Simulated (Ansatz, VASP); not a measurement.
**Sb in VASP and in Ansatz**

```
Sb
1.0
    -1.58957    1.58957    2.73435
     1.58957   -1.58957    2.73435
     1.58957    1.58957   -2.73435
Sb
1
Direct
  0.00000 0.00000 0.00000
```

Alike in both runs: task single point; functional r2SCAN; k mesh 13 × 13 × 13; occupations fermi-dirac, width 0.1 eV; no spin polarisation.

|  | VASP | Ansatz |
| --- | --- | --- |
| version | VASP 6.6.1 | Ansatz 0.2.0 |
| potentials or method | VASP PAW PBE potentials, release 64 (Sb), cutoff 520 eV | plane waves, PAW |
| valence electrons in the cell | 5 | 15 |

|  | VASP | Ansatz | Ansatz less VASP |
| --- | --- | --- | --- |
| pressure (GPa) | -0.2 | -0.1 | +0.08 |
| traceless stress, the component that is largest in VASP (GPa) | 0.77 | 0.82 | +0.047 |

VASP's potentials were made for PBE, not for r2SCAN. With one functional, cell and mesh, what is left measures potentials, basis and numerics. VASP's potentials hold 5 valence electrons a cell and Ansatz's 15, so a difference there can come from the potentials and not from the codes.

Spin-orbit coupling is off throughout.
